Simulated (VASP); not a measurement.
# VN2 in VASP: further runs

Runs on VN2. Level: PBE. Tasks: single point.

Everything below comes from runs of VASP 6.6.1. Logs are shortened: lines on timing, memory, paths and dates and some standing lists are left out, and cuts for length are marked.

### Step 1. The cell of the first run

The structure is tetragonal, space group I4/m (No. 87). Conventional cell: a = 4.301 Å, b = 4.301 Å, c = 4.984 Å, α = 90.00°, β = 90.00°, γ = 90.00°. Within 2.8 Å of V (site symmetry 4) lie 8 N at 2.13 to 2.14 Å and 2 V at 2.47 to 2.51 Å. Within 1.8 Å of N (site symmetry m) lie 1 N at 1.38 Å.

### Step 2. Single point, PBE

Input file INCAR:

```
SYSTEM = VN2
ALGO = Normal
EDIFF = 1E-7
ENCUT = 520
GGA = PE
ISIF = 2
ISMEAR = 0
LASPH = .True.
LCHARG = .False.
LREAL = .False.
LWAVE = .False.
NBANDS = 32
NELM = 100
PREC = Accurate
SIGMA = 0.1
```

Input file KPOINTS:

```
k-points
0
Gamma
  6 6 6
  0 0 0
```

Input file POSCAR:

```
VN2
1.0
   -2.1505652005      2.1505632707      2.4921198226
    2.1505619713     -2.1505652885      2.4921187767
    2.1505650145      2.1505651024     -2.4921215645
V N
2 4
Direct
    0.2538493228      0.2409312300      0.0010277704
    0.7493266818      0.7364081975      0.0010275910
    0.1152016571      0.6020872353      0.7280637570
    0.6150049772      0.8750508965      0.5008314827
    0.8879692967      0.3752470408      0.2739916710
    0.3881650277      0.1022829243      0.5012237338
```

Potentials or basis: VASP PAW PBE potentials, release 64 (V_sv, N).

Run with:

```
> cat potpaw_PBE.64/V_sv/POTCAR potpaw_PBE.64/N/POTCAR > POTCAR
> mpirun -np 1 vasp_std > vasp.out
```

OUTCAR:

```text
SYSTEM = VN2
   EDIFF = 1E-7
   ENCUT = 520
   GGA = PE
   ISIF = 2
   ISMEAR = 0
   LASPH = .True.
   LREAL = .False.
   NELM = 100
   PREC = Accurate

 ion  position               nearest neighbor table
   1  0.254  0.241  0.001-   4 2.13   5 2.13   3 2.13   6 2.13   3 2.14   4 2.14   5 2.14   6 2.14
                             2 2.47   2 2.51
   2  0.749  0.736  0.001-   6 2.13   3 2.13   5 2.13   4 2.13   6 2.14   5 2.14   3 2.14   4 2.14
                             1 2.47   1 2.51
   3  0.115  0.602  0.728-   5 1.38   1 2.13   2 2.13   2 2.14   1 2.14
   4  0.615  0.875  0.501-   6 1.38   1 2.13   2 2.13   2 2.14   1 2.14
   5  0.888  0.375  0.274-   3 1.38   1 2.13   2 2.13   2 2.14   1 2.14
   6  0.388  0.102  0.501-   4 1.38   1 2.13   2 2.13   2 2.14   1 2.14

  LATTYP: Found a body centered tetragonal cell.
 ALAT       =     4.3011269858
 C/A-ratio  =     1.1588215404

  Lattice vectors:

 A1 = (  -2.1505652005,   2.1505632707,   2.4921198226)
 A2 = (   2.1505619713,  -2.1505652885,   2.4921187767)
 A3 = (   2.1505650145,   2.1505651024,  -2.4921215645)

Analysis of symmetry for initial positions (statically):
=====================================================================
 Subroutine PRICEL returns:
 Original cell was already a primitive cell.

 Routine SETGRP: Setting up the symmetry group for a
 body centered tetragonal supercell.

 Subroutine GETGRP returns: Found  8 space group operations
 (whereof  1 operations were pure point group operations)
 out of a pool of 16 trial point group operations.

The static configuration has the point symmetry C_1 .
 The point group associated with its full space group is C_4h.

Analysis of symmetry for dynamics (positions and initial velocities):
=====================================================================
 Subroutine PRICEL returns:
 Original cell was already a primitive cell.

 Routine SETGRP: Setting up the symmetry group for a
 body centered tetragonal supercell.

 Subroutine GETGRP returns: Found  8 space group operations
 (whereof  1 operations were pure point group operations)
 out of a pool of 16 trial point group operations.

The dynamic configuration has the point symmetry C_1 .
 The point group associated with its full space group is C_4h.

 Subroutine INISYM returns: Found  8 space group operations
 (whereof  1 operations are pure point group operations),
 and found     1 'primitive' translations

----------------------------------------------------------------------------------------

                                     Primitive cell

  volume of cell :      46.1035
[... 97 lines left out ...]
   EDIFF  = 0.1E-06   stopping-criterion for ELM
   LREAL  =      F    real-space projection
   EDIFFG = 0.1E-05   stopping-criterion for IOM
   NSW    =      0    number of steps for IOM
   IBRION =     -1    ionic relax: 0-MD 1-quasi-New 2-CG
   NFREE  =      0    steps in history (QN), initial steepest desc. (CG)
   ISIF   =      2    stress and relaxation
   ISYM   =      2    0-nonsym 1-usesym 2-fastsym
   POTIM  = 0.5000    time-step for ionic-motion
   TEBEG  =    0.0;   TEEND  =   0.0 temperature during run
   PSTRESS=    0.0 pullay stress
   NELECT =      46.0000    total number of electrons
   NUPDOWN=      -1.0000    fix difference up-down
   EMIN   =  10.00;   EMAX   =-10.00  energy-range for DOS
   EFERMI =   0.00;   METHOD = LEGACY
   ISMEAR =     0;   SIGMA  =   0.10  broadening in eV -4-tet -1-fermi 0-gaus
   EFERMI_NEDOS =   21; number of points for ismear=-14 and -15
   IALGO  =     38    algorithm
   IMIX   =      4    mixing-type and parameters
     AMIX     =   0.40;   BMIX     =  1.00
     AMIX_MAG =   1.60;   BMIX_MAG =  1.00
  volume/ion in A,a.u.               =       7.68        51.85
  Fermi-wavevector in a.u.,A,eV,Ry     =   1.635873  3.091352 36.410289  2.676081
  Thomas-Fermi vector in A             =   2.727274
   LORBIT       =      0    0 simple, 1 ext, 2 COOP (PROOUT), +10 PAW based schemes
   GGA     = PE    functional components
   LHFCALC =     F    Hartree Fock is set to
   AEXX    =    0.0000 exact exchange contribution
   IVDW    =     0    specifies the selected vdW correction
   LEPSILON=     F    determine dielectric tensor
   LRPA    =     F    only Hartree local field effects (RPA)
 non-spin polarized calculation
 Gauss-broadening in eV      SIGMA  =   0.10
  energy-cutoff  :      520.00
  volume of cell :       46.10
 maximum number of plane-waves:      1268
 NGX is ok and might be reduce to    30
   NGX = 15   NGY = 15   NGZ = 15

 number of electron      46.0000003 magnetization

 Free energy of the ion-electron system (eV)
  ---------------------------------------------------
  ext. energy  EPLUGINS =         0.00000000
  ---------------------------------------------------
  free energy    TOTEN  =       -53.35384326 eV

  energy without entropy =      -53.34152031  energy(sigma->0) =      -53.34768178

 E-fermi :  11.4424     XC(G=0): -13.6595

 val. band max:       11.4226319262   @ k =  -0.1667   0.5000   0.1667
 cond. band min:      11.4436125918   @ k =   0.5000   0.5000   0.3333
 fundamental gap:      0.0209806656
 Fermi energy:        11.4424196755

 k-point     1 :       0.0000    0.0000    0.0000
  band No.  band energies     occupation
      1     -54.1519      2.00000
      2     -53.9905      2.00000
      3     -28.2324      2.00000
      4     -28.0059      2.00000
      5     -28.0059      2.00000
      6     -27.9959      2.00000
[... 829 lines left out ...]
     31      14.6451      0.00000
     32      15.1275      0.00000

 [... further k-points ...]
[... 5 lines left out ...]
  --------------------------------------------------------------------------------------
  -------------------------------------------------------------------------------------
  Total        0.2274455      0.2274456      0.1665286     -0.0000006     -0.0000002     -0.0000003
  in kB        7.9041356      7.9041407      5.7871658     -0.0000203     -0.0000055     -0.0000089
  external PRESSURE =       7.1984807 kB  Pullay stress =       0.0000000 kB

 VOLUME and BASIS-vectors are now :
 -----------------------------------------------------------------------------
  energy-cutoff  :      520.00
  volume of cell :       46.10
      direct lattice vectors                 reciprocal lattice vectors
    -2.150565200  2.150563271  2.492119823     0.000000140  0.232497211  0.200632544
     2.150561971 -2.150565289  2.492118777     0.232497334  0.000000091  0.200632600
     2.150565015  2.150565102 -2.492121565     0.232497214  0.232497139  0.000000245

 POSITION                                       TOTAL-FORCE (eV/Angst)
 -----------------------------------------------------------------------------------
     -0.02557      0.02999      1.23049         0.000000      0.000000     -0.011693
     -0.02557      0.02999      3.70007        -0.000000     -0.000000      0.011693
      2.61283      0.51867     -0.02685         0.035027      0.029804     -0.000000
      1.63631      0.51782      2.46526        -0.029804      0.035027      0.000000
     -0.51341      1.69188      2.46527        -0.035027     -0.029804      0.000000
      0.46311      1.69272     -0.02686         0.029804     -0.035027     -0.000000
 -----------------------------------------------------------------------------------
    total drift:                                0.002195      0.001736      0.036281

  FREE ENERGIE OF THE ION-ELECTRON SYSTEM (eV)
  ---------------------------------------------------
  free  energy   TOTEN  =       -53.3538432580 eV

  energy  without entropy=      -53.3415203104  energy(sigma->0) =      -53.34768178
```

stdout:

```text
POSCAR found type information on POSCAR V N
 POSCAR found :  2 types and       6 ions
 scaLAPACK will be used
 LDA part: xc-table for (Slater+PW92), standard interpolation
 POSCAR, INCAR and KPOINTS ok, starting setup
 FFT: planning ... GRIDC
 FFT: planning ... GRID_SOFT
 FFT: planning ... GRID
 WAVECAR not read
 entering main loop
```

Run time: 32 s. Hardware: 1 thread of Intel Xeon 6975P-C (Granite Rapids), shared host; peak memory 0.19 GiB.

Results:

| Property | Result |
| --- | --- |
| Free energy | -53.3538 eV |
| Pressure | 0.7 GPa |
| Largest force | 0.046 eV/Å |
| Band gap on the k mesh | zero (bands 23 and 24 overlap by 0.29 eV) |

Forces on the atoms (eV/Å):
```
V    0.000  0.000 -0.012
V    0.000  0.000  0.012
N    0.035  0.030  0.000
N   -0.030  0.035  0.000
N   -0.035 -0.030  0.000
N    0.030 -0.035  0.000
```

Stress tensor (GPa, compression positive):
```
0.79 0.00 0.00
0.00 0.79 0.00
0.00 0.00 0.58
```

Caveat: the run has no spin polarisation, though such a crystal can be magnetic. With open d or f shells a metallic result of PBE can be an artefact of self-interaction; +U or a hybrid may open a gap.

### Step 3. Single point, PBE

This run uses another cell than the first one, of 51.85 Å³/atom.

Input file INCAR:

```
SYSTEM = VN2
PREC = Accurate
ENCUT = 520
EDIFF = 1E-6
ISMEAR = 0
SIGMA = 0.1
LREAL = .False.
LASPH = .True.
NELM = 100
ALGO = Normal
ISIF = 2
LWAVE = .False.
LCHARG = .False.
GGA = PE
NBANDS = 32
```

Input file KPOINTS:

```
Automatic mesh
0
Gamma
  4 4 4
  0 0 0
```

Input file POSCAR:

```
VN2
1.0
   -4.0643300824      4.0643300824      4.7079710569
    4.0643300824     -4.0643300824      4.7079710569
    4.0643300824      4.0643300824     -4.7079710569
V N
2 4
Direct
    0.2500000000      0.2500000000      0.0000000000
    0.7500000000      0.7500000000      0.0000000000
    0.1151000000      0.6151000000      0.7302000000
    0.6151000000      0.8849000000      0.5000000000
    0.8849000000      0.3849000000      0.2698000000
    0.3849000000      0.1151000000      0.5000000000
```

Potentials or basis: VASP PAW PBE potentials, release 64 (V_sv, N).

Run with:

```
> cat potpaw_PBE.64/V_sv/POTCAR potpaw_PBE.64/N/POTCAR > POTCAR
> mpirun -np 1 vasp_std > vasp.out
```

OUTCAR:

```text
SYSTEM = VN2
   PREC = Accurate
   ENCUT = 520
   EDIFF = 1E-6
   ISMEAR = 0
   LREAL = .False.
   LASPH = .True.
   NELM = 100
   ISIF = 2
   GGA = PE

 ion  position               nearest neighbor table
   1  0.250  0.250  0.000-
   2  0.750  0.750  0.000-
   3  0.115  0.615  0.730-
   4  0.615  0.885  0.500-
   5  0.885  0.385  0.270-
   6  0.385  0.115  0.500-

  LATTYP: Found a body centered tetragonal cell.
 ALAT       =     8.1286601648
 C/A-ratio  =     1.1583633616

  Lattice vectors:

 A1 = (  -4.0643300824,   4.0643300824,   4.7079710569)
 A2 = (   4.0643300824,  -4.0643300824,   4.7079710569)
 A3 = (   4.0643300824,   4.0643300824,  -4.7079710569)

Analysis of symmetry for initial positions (statically):
=====================================================================
 Subroutine PRICEL returns:
 Original cell was already a primitive cell.

 Routine SETGRP: Setting up the symmetry group for a
 body centered tetragonal supercell.

 Subroutine GETGRP returns: Found 16 space group operations
[... 162 lines left out ...]

 E-fermi :  -2.8152     XC(G=0):  -5.4059

 val. band max:       -2.8161588332   @ k =   0.5000   0.5000   0.0000
 cond. band min:      -2.8122031815   @ k =   0.5000   0.5000   0.2500
 fundamental gap:      0.0039556517
 Fermi energy:        -2.8152217571

 k-point     1 :       0.0000    0.0000    0.0000
  band No.  band energies     occupation
      1     -67.5725      2.00000
      2     -67.5724      2.00000
      3     -41.4684      2.00000
      4     -41.4684      2.00000
      5     -41.4684      2.00000
      6     -41.4684      2.00000
[... 444 lines left out ...]
     31      -2.4971      0.00001
     32      -2.4971      0.00001

------------------------ aborting loop because EDIFF is reached ----------------------------------------

  FORCE on cell =-STRESS in cart. coord.  units (eV):
  Direction    XX          YY          ZZ          XY          YZ          ZX
  --------------------------------------------------------------------------------------
  -------------------------------------------------------------------------------------
  Total      -15.9890241    -15.9890241    -10.5311611      0.0000000      0.0000000      0.0000000
  in kB      -82.3494721    -82.3494721    -54.2394303      0.0000000      0.0000000      0.0000000
  external PRESSURE =     -72.9794582 kB  Pullay stress =       0.0000000 kB

 VOLUME and BASIS-vectors are now :
 -----------------------------------------------------------------------------
  energy-cutoff  :      520.00
  volume of cell :      311.08
      direct lattice vectors                 reciprocal lattice vectors
    -4.064330082  4.064330082  4.707971057     0.000000000  0.123021504  0.106202862
     4.064330082 -4.064330082  4.707971057     0.123021504  0.000000000  0.106202862
     4.064330082  4.064330082 -4.707971057     0.123021504  0.123021504  0.000000000

 POSITION                                       TOTAL-FORCE (eV/Angst)
 -----------------------------------------------------------------------------------
      0.00000      0.00000      2.35399         0.000000     -0.000000      0.000000
      0.00000      0.00000      7.06196         0.000000      0.000000      0.000000
      4.99994      0.93561      0.00000        -1.165250     -1.165250     -0.000000
      3.12872      0.93561      4.70797         1.165250     -1.165250      0.000000
     -0.93561      3.12872      4.70797         1.165250      1.165250     -0.000000
      0.93561      3.12872      0.00000        -1.165250      1.165250      0.000000
 -----------------------------------------------------------------------------------
    total drift:                                0.000000      0.000000     -0.000000

  FREE ENERGIE OF THE ION-ELECTRON SYSTEM (eV)
  ---------------------------------------------------
  free  energy   TOTEN  =       -13.0011334107 eV

  energy  without entropy=      -12.7084018382  energy(sigma->0) =      -12.85476762
```

OSZICAR:

```text
N       E                     dE             d eps       ncg     rms          rms(c)
DAV:   1     0.348086617836E+03    0.34809E+03   -0.23156E+04  1064   0.117E+03
[... 33 lines left out ...]
DAV:  35    -0.130011471552E+02   -0.21857E-04   -0.23121E-05   944   0.154E-02    0.195E-01
DAV:  36    -0.130010804656E+02    0.66690E-04   -0.16851E-04  1104   0.399E-02    0.134E-01
DAV:  37    -0.130011482595E+02   -0.67794E-04   -0.13313E-05   904   0.252E-02    0.160E-01
DAV:  38    -0.130011196202E+02    0.28639E-04   -0.11092E-04  1328   0.374E-02    0.290E-02
DAV:  39    -0.130011307807E+02   -0.11161E-04   -0.29260E-05  1240   0.202E-02    0.339E-02
DAV:  40    -0.130011326918E+02   -0.19111E-05   -0.63929E-06   824   0.120E-02    0.220E-02
DAV:  41    -0.130011334107E+02   -0.71889E-06   -0.26141E-06   520   0.607E-03
   1 F= -.13001133E+02 E0= -.12854768E+02  d E =-.292732E+00
```

stdout:

```text
POSCAR found type information on POSCAR V N
 POSCAR found :  2 types and       6 ions
 scaLAPACK will be used
 LDA part: xc-table for (Slater+PW92), standard interpolation
 POSCAR, INCAR and KPOINTS ok, starting setup
 FFT: planning ... GRIDC
 FFT: planning ... GRID_SOFT
 FFT: planning ... GRID
 WAVECAR not read
 entering main loop
```

Wall time 4.4 min (1 thread of Intel Xeon 6975P-C (Granite Rapids), shared host); peak memory 0.44 GiB.

What came out:

```yaml
Free_energy: -13.0011 eV
Pressure: -7.3 GPa
Largest_force: 1.648 eV/Å
Band_gap_on_the_k_mesh: zero (bands 23 and 24 overlap by 0.05 eV)
```

Forces on the atoms (eV/Å):
```
V    0.000  0.000  0.000
V    0.000  0.000  0.000
N   -1.165 -1.165  0.000
N    1.165 -1.165  0.000
N    1.165  1.165  0.000
N   -1.165  1.165  0.000
```

Levels at points of the mesh, in eV from the Fermi level:
```tsv
k point	band 18	band 19	band 20	band 21	band 22	band 23	band 24	band 25	band 26	band 27
(0.00, 0.00, 0.00)	-0.22	-0.14	-0.12	-0.11	-0.01	-0.01	0.05	0.07	0.08	0.08
(0.50, 0.00, 0.00)	-0.40	-0.15	-0.15	-0.09	-0.09	0.00	0.00	0.06	0.06	0.08
(0.50, 0.50, 0.00)	-0.29	-0.25	-0.24	-0.07	-0.06	0.00	0.05	0.05	0.09	0.09
(0.50, 0.50, 0.50)	-0.51	-0.27	-0.05	-0.05	0.02	0.02	0.03	0.05	0.11	0.15
```

Caveat: the cell stands under tension; the run has no spin polarisation, though such a crystal can be magnetic; forces of over 1 eV/Å act on the atoms, so gaps and moduli don't describe the material at rest. With open d or f shells a metallic result of PBE can be an artefact of self-interaction; +U or a hybrid may open a gap.

The gap in the log of VASP goes by the Fermi energy; the results here count the filled bands.